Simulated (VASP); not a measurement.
Set up this calculation in VASP 6.6.1, as the native input.

| Quantity | Value |
| --- | --- |
| Task | single point |
| Functional | r2SCAN |
| Potentials or basis | VASP PAW PBE potentials, release 64 (Ti_sv) |
| Cutoff | 520 eV |
| k mesh | 26 × 26 × 26 |
| Occupations | gaussian, width 0.15 eV |
| Spin | no spin polarisation |
| Dipole correction | no |
| Further INCAR settings | ALGO = Normal; EDIFF = 1e-07; NBANDS = 12 |

Ti:

```
CELL_PARAMETERS angstrom
-1.46331 1.62589 1.62589
1.46331 -1.62589 1.62589
1.46331 1.62589 -1.62589
ATOMIC_POSITIONS crystal
Ti 0.00000 0.00000 0.00000
```

This cell differs from its parent crystal: strain -0.1000 x Voigt [1, 0, 0, 0, 0, 0].

The input as run:

POSCAR

```
Ti
1.0
   -1.4633053825      1.6258948694      1.6258948694
    1.4633053825     -1.6258948694      1.6258948694
    1.4633053825      1.6258948694     -1.6258948694
Ti
1
Direct
    0.0000000000      0.0000000000      0.0000000000
```

INCAR.step1

```
SYSTEM = Ti
PREC = Accurate
ENCUT = 520
ISMEAR = 0
SIGMA = 0.15
LREAL = .FALSE.
LASPH = .TRUE.
NELM = 100
NBANDS = 12
GGA = PE
ALGO = Normal
EDIFF = 1E-4
LWAVE = .TRUE.
LCHARG = .FALSE.
```

INCAR.step2

```
SYSTEM = Ti
PREC = Accurate
ENCUT = 520
EDIFF = 1E-7
ISMEAR = 0
SIGMA = 0.15
LREAL = .FALSE.
LASPH = .TRUE.
NELM = 100
ALGO = Normal
ISIF = 2
LWAVE = .FALSE.
LCHARG = .FALSE.
METAGGA = R2SCAN
LMIXTAU = .TRUE.
NBANDS = 12
ISTART = 1
```

KPOINTS

```
regular mesh
0
G
  26 26 26
  0 0 0
```

Potentials or basis: VASP PAW PBE potentials, release 64 (Ti_sv).

The run is started by

```sh
$ cat potpaw_PBE.64/Ti_sv/POTCAR > POTCAR
$ cp INCAR.step1 INCAR
$ mpirun -np 1 vasp_std > vasp.out
$ cp INCAR.step2 INCAR
$ mpirun -np 1 vasp_std > vasp.out
```

It gave:

```
Pressure               : 14.6 GPa
Band gap on the k mesh : zero (bands 6 and 7 overlap by 1.81 eV)
```

Caveat: the cell differs from its parent crystal (strain -0.1000 x Voigt [1, 0, 0, 0, 0, 0]); the cell stands under pressure; the PAW data sets were made with another functional, which shifts forces and pressure a little.

It took 29 min on 1 thread of Oxide Virtual Turin-like Processor, on a shared host, peak memory 0.3 GiB.
